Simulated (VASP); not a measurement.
# SiO2 (P4_2/mnm) in VASP: further runs, part 2 of 3

VASP 6.6.1.

### 3 Electric field gradients, PBEsol (volume scaled by 0.96)

INCAR reads:

```
ALGO = Normal
EDIFF = 1E-8
ENCUT = 520
GGA = PS
ISIF = 2
ISMEAR = -1
LASPH = True
LCHARG = False
LEFG = True
LREAL = False
LWAVE = False
NBANDS = 25
NELM = 100
PREC = Accurate
SIGMA = 0.03
```

KPOINTS reads:

```
k-points
0
Gamma
  6 6 9
```

POSCAR reads:

```
SiO2
1.0
    4.1236052368      0.0000000000      0.0000000000
    0.0000000000      4.1236052368      0.0000000000
    0.0000000000      0.0000000000      2.6317442288
Si O
2 4
Direct
    0.0000000000      0.0000000000      0.0000000000
    0.5000000000      0.5000000000      0.5000000000
    0.3067000000      0.3067000000      0.0000000000
    0.1933000000      0.8067000000      0.5000000000
    0.6933000000      0.6933000000      0.0000000000
    0.8067000000      0.1933000000      0.5000000000
```

Potentials or basis: VASP PAW PBE potentials, release 64 (Si, O).

Command:

```sh
$ cat potpaw_PBE.64/Si/POTCAR potpaw_PBE.64/O/POTCAR > POTCAR
$ mpirun -np 1 vasp_std > vasp.out
```

OUTCAR:

```text
EDIFF = 1E-8
   ENCUT = 520
   GGA = PS
   ISIF = 2
   ISMEAR = -1
   LASPH = True
   LREAL = False
   NELM = 100
   PREC = Accurate

 ion  position               nearest neighbor table
   1  0.000  0.000  0.000-   4 1.73   6 1.73   4 1.73   6 1.73   5 1.79   3 1.79
   2  0.500  0.500  0.500-   3 1.73   5 1.73   3 1.73   5 1.73   4 1.79   6 1.79
   3  0.307  0.307  0.000-   2 1.73   2 1.73   1 1.79
   4  0.193  0.807  0.500-   1 1.73   1 1.73   2 1.79
   5  0.693  0.693  0.000-   2 1.73   2 1.73   1 1.79
   6  0.807  0.193  0.500-   1 1.73   1 1.73   2 1.79

  LATTYP: Found a simple tetragonal cell.
 ALAT       =     4.1236052368
 C/A-ratio  =     0.6382143968

  Lattice vectors:

 A1 = (   4.1236052368,   0.0000000000,   0.0000000000)
 A2 = (   0.0000000000,   4.1236052368,   0.0000000000)
 A3 = (   0.0000000000,   0.0000000000,   2.6317442288)

Analysis of symmetry for initial positions (statically):
=====================================================================
 Subroutine PRICEL returns:
 Original cell was already a primitive cell.

 Routine SETGRP: Setting up the symmetry group for a
 simple tetragonal supercell.

 Subroutine GETGRP returns: Found 16 space group operations
 (whereof  8 operations were pure point group operations)
 out of a pool of 16 trial point group operations.

The static configuration has the point symmetry D_2h.
 The point group associated with its full space group is D_4h.

Analysis of symmetry for dynamics (positions and initial velocities):
=====================================================================
 Subroutine PRICEL returns:
 Original cell was already a primitive cell.

 Routine SETGRP: Setting up the symmetry group for a
 simple tetragonal supercell.

 Subroutine GETGRP returns: Found 16 space group operations
 (whereof  8 operations were pure point group operations)
 out of a pool of 16 trial point group operations.

The dynamic configuration has the point symmetry D_2h.
 The point group associated with its full space group is D_4h.

 Subroutine INISYM returns: Found 16 space group operations
 (whereof  8 operations are pure point group operations),
 and found     1 'primitive' translations

----------------------------------------------------------------------------------------

                                     Primitive cell

  volume of cell :      44.7505

  direct lattice vectors                    reciprocal lattice vectors
     4.123605237  0.000000000  0.000000000     0.242506240  0.000000000  0.000000000
     0.000000000  4.123605237  0.000000000     0.000000000  0.242506240  0.000000000
     0.000000000  0.000000000  2.631744229     0.000000000  0.000000000  0.379976135

  length of vectors
     4.123605237  4.123605237  2.631744229     0.242506240  0.242506240  0.379976135

  position of ions in fractional coordinates (direct lattice)
     0.000000000  0.000000000  0.000000000
[... 108 lines left out ...]
  Fermi-wavevector in a.u.,A,eV,Ry     =   1.463948  2.766460 29.159226  2.143143
  Thomas-Fermi vector in A             =   2.579982
   LORBIT       =      0    0 simple, 1 ext, 2 COOP (PROOUT), +10 PAW based schemes
   GGA     = PS    functional components
   LHFCALC =     F    Hartree Fock is set to
   AEXX    =    0.0000 exact exchange contribution
   IVDW    =     0    specifies the selected vdW correction
   LEPSILON=     F    determine dielectric tensor
   LRPA    =     F    only Hartree local field effects (RPA)
 non-spin polarized calculation
  energy-cutoff  :      520.00
  volume of cell :       44.75
 maximum number of plane-waves:      1234
 NGX is ok and might be reduce to    32
   NGX = 15   NGY = 15   NGZ =  9

 number of electron      31.9999985 magnetization

 Free energy of the ion-electron system (eV)
  ---------------------------------------------------
  ext. energy  EPLUGINS =         0.00000000
  ---------------------------------------------------
  free energy    TOTEN  =       -48.83091167 eV

  energy without entropy =      -48.83091167  energy(sigma->0) =      -48.83091167

 E-fermi :   9.2835     XC(G=0): -12.7354

 val. band max:        8.7176283825   @ k =   0.0000   0.0000   0.0000
 cond. band min:      15.0451006742   @ k =   0.0000   0.0000   0.0000
 fundamental gap:      6.3274722917
 Fermi energy:         9.2835496017

 k-point     1 :       0.0000    0.0000    0.0000
  band No.  band energies     occupation
      1     -14.2882      2.00000
      2     -10.3715      2.00000
      3     -10.3715      2.00000
      4     -10.1727      2.00000
      5      -2.4068      2.00000
      6       2.0099      2.00000
[... 661 lines left out ...]
     24      21.4514      0.00000
     25      22.7766      0.00000

 [... further k-points ...]

------------------------ aborting loop because EDIFF is reached ----------------------------------------

  FORCE on cell =-STRESS in cart. coord.  units (eV):
  Direction    XX          YY          ZZ          XY          YZ          ZX
  --------------------------------------------------------------------------------------
  -------------------------------------------------------------------------------------
  Total        5.0143156      5.0143156      6.4121230      0.0000000      0.0000000      0.0000000
  in kB      179.5247804    179.5247804    229.5697097      0.0000000      0.0000000      0.0000000
  external PRESSURE =     196.2064235 kB  Pullay stress =       0.0000000 kB

 VOLUME and BASIS-vectors are now :
 -----------------------------------------------------------------------------
  energy-cutoff  :      520.00
  volume of cell :       44.75
      direct lattice vectors                 reciprocal lattice vectors
     4.123605237  0.000000000  0.000000000     0.242506240  0.000000000  0.000000000
     0.000000000  4.123605237  0.000000000     0.000000000  0.242506240  0.000000000
     0.000000000  0.000000000  2.631744229     0.000000000  0.000000000  0.379976135

 POSITION                                       TOTAL-FORCE (eV/Angst)
 -----------------------------------------------------------------------------------
      0.00000      0.00000      0.00000         0.000000      0.000000      0.000000
      2.06180      2.06180      1.31587         0.000000      0.000000      0.000000
      1.26471      1.26471      0.00000        -0.387207     -0.387207     -0.000000
      0.79709      3.32651      1.31587         0.387207     -0.387207      0.000000
      2.85890      2.85890      0.00000         0.387207      0.387207      0.000000
      3.32651      0.79709      1.31587        -0.387207      0.387207      0.000000
 -----------------------------------------------------------------------------------
    total drift:                                0.000000      0.000000      0.000000

  FREE ENERGIE OF THE ION-ELECTRON SYSTEM (eV)
  ---------------------------------------------------
  free  energy   TOTEN  =       -48.8309116696 eV

  energy  without entropy=      -48.8309116695  energy(sigma->0) =      -48.83091167

 Electric field gradients (V/A^2)
---------------------------------------------------------------------
 ion       V_xx      V_yy      V_zz      V_xy      V_xz      V_yz
---------------------------------------------------------------------
   1       9.447     9.447   -18.894    13.545     0.000     0.000
   2       9.447     9.447   -18.894   -13.545     0.000     0.000
   3     -22.300   -22.300    44.599    79.905    -0.000    -0.000
   4     -22.300   -22.300    44.599   -79.905     0.000    -0.000
   5     -22.300   -22.300    44.599    79.905    -0.000    -0.000
   6     -22.300   -22.300    44.599   -79.905     0.000     0.000
---------------------------------------------------------------------

 Electric field gradients after diagonalization (V/A^2)
 (convention: |V_zz| > |V_xx| > |V_yy|)
----------------------------------------------------------------------
 ion       V_xx      V_yy      V_zz     asymmetry (V_yy - V_xx)/ V_zz
----------------------------------------------------------------------
   1     -18.894    -4.098    22.991       0.644
   2     -18.894    -4.098    22.991       0.644
   3      57.605    44.599  -102.205       0.127
   4      57.605    44.599  -102.205       0.127
   5      57.605    44.599  -102.205       0.127
   6      57.605    44.599  -102.205       0.127
----------------------------------------------------------------------

           NMR quadrupolar parameters

 Cq : quadrupolar parameter    Cq=e*Q*V_zz/h
 eta: asymmetry parameters     (V_yy - V_xx)/ V_zz
 Q  : nuclear electric quadrupole moment in mb (millibarn)
----------------------------------------------------------------------
 ion       Cq(MHz)       eta       Q (mb)
----------------------------------------------------------------------
   1       0.056       0.644       1.000
   2       0.056       0.644       1.000
   3      -0.247       0.127       1.000
   4      -0.247       0.127       1.000
   5      -0.247       0.127       1.000
   6      -0.247       0.127       1.000
----------------------------------------------------------------------
```

OSZICAR:

```text
N       E                     dE             d eps       ncg     rms          rms(c)
DAV:   1     0.130756866907E+03    0.13076E+03   -0.17793E+04  2540   0.124E+03
DAV:   2    -0.466148758117E+02   -0.17737E+03   -0.17120E+03  3154   0.282E+02
DAV:   3    -0.531331597116E+02   -0.65183E+01   -0.64907E+01  3361   0.510E+01
DAV:   4    -0.531730515980E+02   -0.39892E-01   -0.39882E-01  2945   0.463E+00
DAV:   5    -0.531733510155E+02   -0.29942E-03   -0.29937E-03  3342   0.380E-01    0.181E+01
DAV:   6    -0.488681090911E+02    0.43052E+01   -0.11612E+01  3149   0.229E+01    0.875E+00
DAV:   7    -0.488394659813E+02    0.28643E-01   -0.67771E-01  3159   0.491E+00    0.312E+00
DAV:   8    -0.488308141550E+02    0.86518E-02   -0.25036E-02  3072   0.136E+00    0.101E+00
DAV:   9    -0.488308318137E+02   -0.17659E-04   -0.56077E-03  3213   0.615E-01    0.249E-01
DAV:  10    -0.488309116906E+02   -0.79877E-04   -0.20796E-04  3208   0.108E-01    0.423E-02
DAV:  11    -0.488309114710E+02    0.21954E-06   -0.31074E-05  3203   0.395E-02    0.106E-02
DAV:  12    -0.488309115550E+02   -0.83940E-07   -0.19317E-06  3155   0.111E-02    0.215E-03
DAV:  13    -0.488309116793E+02   -0.12429E-06   -0.34020E-07  3248   0.399E-03    0.289E-03
DAV:  14    -0.488309116696E+02    0.97143E-08   -0.12079E-08  2379   0.818E-04
   1 F= -.48830912E+02 E0= -.48830912E+02  d E =-.239614E-10
```

stdout:

```text
POSCAR found type information on POSCAR SiO
 POSCAR found :  2 types and       6 ions
 scaLAPACK will be used
 -----------------------------------------------------------------------------
|                                                                             |
|                                                                             |
|     You enforced a specific xc type in the INCAR file but a different       |
|     I HOPE YOU KNOW WHAT YOU ARE DOING!                                     |
|                                                                             |
 -----------------------------------------------------------------------------

 LDA part: xc-table for (Slater+PW92), standard interpolation
 POSCAR, INCAR and KPOINTS ok, starting setup
 FFT: planning ... GRIDC
 FFT: planning ... GRID_SOFT
 FFT: planning ... GRID
 WAVECAR not read
 entering main loop
ion   1

ion   2

ion   3

ion   4

ion   5

ion   6
```

It took 18 s on 1 thread of Intel Xeon 6975P-C (Granite Rapids), shared host; peak memory 0.17 GiB.

Results:

- Free energy: -48.8309 eV
- Pressure: 19.6 GPa
- Largest force: 0.548 eV/Å
- Band gap on the k mesh: 6.33 eV, direct

Forces on the atoms (eV/Å):
```
Si   0.000  0.000  0.000
Si   0.000  0.000  0.000
O   -0.387 -0.387  0.000
O    0.387 -0.387  0.000
O    0.387  0.387  0.000
O   -0.387  0.387  0.000
```

Electric field gradients, principal values (V/Å²):
```csv
atom,least,middle,greatest (by size)
1 Si,-4.098,-18.894,22.991
2 Si,-4.098,-18.894,22.991
3 O,44.599,57.605,-102.205
4 O,44.599,57.605,-102.205
5 O,44.599,57.605,-102.205
6 O,44.599,57.605,-102.205
```

Caveat: without QUAD_EFG the Cq values of the log hold for a quadrupole moment of 1 mb, not for the nuclei; the PAW data sets were made with another functional, which shifts forces and pressure a little. A k mesh can miss the band edges.

### 4 Electric field gradients, PBEsol (volume scaled by 0.96)

INCAR reads:

```
SYSTEM = SiO2
PREC = Accurate
ENCUT = 520
EDIFF = 1E-8
ISMEAR = -1
SIGMA = 0.03
LREAL = .False.
LASPH = .True.
NELM = 100
ALGO = Normal
ISIF = 2
LWAVE = .False.
LCHARG = .False.
GGA = PS
LEFG = .True.
NBANDS = 25
```

KPOINTS reads:

```
regular mesh
0
Gamma
  6 6 9
  0 0 0
```

POSCAR is that of step 3.

Potentials or basis: VASP PAW PBE potentials, release 64 (Si, O).

Command:

```sh
$ cat potpaw_PBE.64/Si/POTCAR potpaw_PBE.64/O/POTCAR > POTCAR
$ mpirun -np 1 vasp_std > vasp.out
```

OUTCAR:

```text
SYSTEM = SiO2
   PREC = Accurate
   ENCUT = 520
   EDIFF = 1E-8
   ISMEAR = -1
   LREAL = .False.
   LASPH = .True.
   NELM = 100
   ISIF = 2
   GGA = PS

 ion  position               nearest neighbor table
   1  0.000  0.000  0.000-   4 1.73   6 1.73   4 1.73   6 1.73   5 1.79   3 1.79
   2  0.500  0.500  0.500-   3 1.73   5 1.73   3 1.73   5 1.73   4 1.79   6 1.79
   3  0.307  0.307  0.000-   2 1.73   2 1.73   1 1.79
   4  0.193  0.807  0.500-   1 1.73   1 1.73   2 1.79
   5  0.693  0.693  0.000-   2 1.73   2 1.73   1 1.79
   6  0.807  0.193  0.500-   1 1.73   1 1.73   2 1.79

  LATTYP: Found a simple tetragonal cell.
 ALAT       =     4.1236052368
 C/A-ratio  =     0.6382143968

  Lattice vectors:

 A1 = (   4.1236052368,   0.0000000000,   0.0000000000)
 A2 = (   0.0000000000,   4.1236052368,   0.0000000000)
 A3 = (   0.0000000000,   0.0000000000,   2.6317442288)

Analysis of symmetry for initial positions (statically):
=====================================================================
 Subroutine PRICEL returns:
 Original cell was already a primitive cell.

 Routine SETGRP: Setting up the symmetry group for a
 simple tetragonal supercell.

 Subroutine GETGRP returns: Found 16 space group operations
 (whereof  8 operations were pure point group operations)
 out of a pool of 16 trial point group operations.

The static configuration has the point symmetry D_2h.
 The point group associated with its full space group is D_4h.

Analysis of symmetry for dynamics (positions and initial velocities):
=====================================================================
 Subroutine PRICEL returns:
 Original cell was already a primitive cell.

[... 851 lines left out ...]
  Total        5.0143156      5.0143156      6.4121230      0.0000000      0.0000000      0.0000000
  in kB      179.5247804    179.5247804    229.5697097      0.0000000      0.0000000      0.0000000
  external PRESSURE =     196.2064235 kB  Pullay stress =       0.0000000 kB

 VOLUME and BASIS-vectors are now :
 -----------------------------------------------------------------------------
  energy-cutoff  :      520.00
  volume of cell :       44.75
      direct lattice vectors                 reciprocal lattice vectors
     4.123605237  0.000000000  0.000000000     0.242506240  0.000000000  0.000000000
     0.000000000  4.123605237  0.000000000     0.000000000  0.242506240  0.000000000
     0.000000000  0.000000000  2.631744229     0.000000000  0.000000000  0.379976135

 POSITION                                       TOTAL-FORCE (eV/Angst)
 -----------------------------------------------------------------------------------
      0.00000      0.00000      0.00000         0.000000      0.000000      0.000000
      2.06180      2.06180      1.31587         0.000000      0.000000      0.000000
      1.26471      1.26471      0.00000        -0.387207     -0.387207     -0.000000
      0.79709      3.32651      1.31587         0.387207     -0.387207      0.000000
      2.85890      2.85890      0.00000         0.387207      0.387207      0.000000
      3.32651      0.79709      1.31587        -0.387207      0.387207      0.000000
 -----------------------------------------------------------------------------------
    total drift:                                0.000000      0.000000      0.000000

  FREE ENERGIE OF THE ION-ELECTRON SYSTEM (eV)
  ---------------------------------------------------
  free  energy   TOTEN  =       -48.8309116696 eV

  energy  without entropy=      -48.8309116695  energy(sigma->0) =      -48.83091167

 Electric field gradients (V/A^2)
---------------------------------------------------------------------
 ion       V_xx      V_yy      V_zz      V_xy      V_xz      V_yz
---------------------------------------------------------------------
   1       9.447     9.447   -18.894    13.545     0.000     0.000
   2       9.447     9.447   -18.894   -13.545     0.000     0.000
   3     -22.300   -22.300    44.599    79.905    -0.000    -0.000
   4     -22.300   -22.300    44.599   -79.905     0.000    -0.000
   5     -22.300   -22.300    44.599    79.905    -0.000    -0.000
   6     -22.300   -22.300    44.599   -79.905     0.000     0.000
---------------------------------------------------------------------

 Electric field gradients after diagonalization (V/A^2)
 (convention: |V_zz| > |V_xx| > |V_yy|)
----------------------------------------------------------------------
 ion       V_xx      V_yy      V_zz     asymmetry (V_yy - V_xx)/ V_zz
----------------------------------------------------------------------
   1     -18.894    -4.098    22.991       0.644
   2     -18.894    -4.098    22.991       0.644
   3      57.605    44.599  -102.205       0.127
   4      57.605    44.599  -102.205       0.127
   5      57.605    44.599  -102.205       0.127
   6      57.605    44.599  -102.205       0.127
----------------------------------------------------------------------

           NMR quadrupolar parameters

 Cq : quadrupolar parameter    Cq=e*Q*V_zz/h
 eta: asymmetry parameters     (V_yy - V_xx)/ V_zz
 Q  : nuclear electric quadrupole moment in mb (millibarn)
----------------------------------------------------------------------
 ion       Cq(MHz)       eta       Q (mb)
----------------------------------------------------------------------
   1       0.056       0.644       1.000
   2       0.056       0.644       1.000
   3      -0.247       0.127       1.000
   4      -0.247       0.127       1.000
   5      -0.247       0.127       1.000
   6      -0.247       0.127       1.000
----------------------------------------------------------------------
```

Wall time 18 s (1 thread of Intel Xeon 6975P-C (Granite Rapids), shared host); peak memory 0.17 GiB.

What came out:

```
Free energy            : -48.8309 eV
Pressure               : 19.6 GPa
Largest force          : 0.548 eV/Å
Band gap on the k mesh : 6.33 eV, direct
```

Forces in eV/Å, atoms in the order of the input:
```
Si   0.000  0.000  0.000
Si   0.000  0.000  0.000
O   -0.387 -0.387  0.000
O    0.387 -0.387  0.000
O    0.387  0.387  0.000
O   -0.387  0.387  0.000
```

Levels at points of the mesh, in eV from the valence-band top:
```tsv
k point	band 12	band 13	band 14	band 15	band 16	band 17	band 18	band 19	band 20	band 21
(0.00, 0.00, 0.00)	-3.28	-2.60	-0.90	-0.90	0.00	6.33	6.66	8.71	8.71	11.06
(0.50, 0.00, 0.00)	-4.09	-2.81	-2.81	-1.13	-1.13	8.17	8.17	9.26	9.26	11.19
(0.50, 0.50, 0.00)	-3.43	-2.76	-2.76	-2.44	-2.44	7.79	7.79	10.30	10.30	13.43
```

Electric field gradients, principal values (V/Å²):
```csv
atom,least,middle,greatest (by size)
1 Si,-4.098,-18.894,22.991
2 Si,-4.098,-18.894,22.991
3 O,44.599,57.605,-102.205
4 O,44.599,57.605,-102.205
5 O,44.599,57.605,-102.205
6 O,44.599,57.605,-102.205
```

Caveat: without QUAD_EFG the Cq values of the log hold for a quadrupole moment of 1 mb, not for the nuclei; the PAW data sets were made with another functional, which shifts forces and pressure a little.

(Continued in part 3 of 3.)
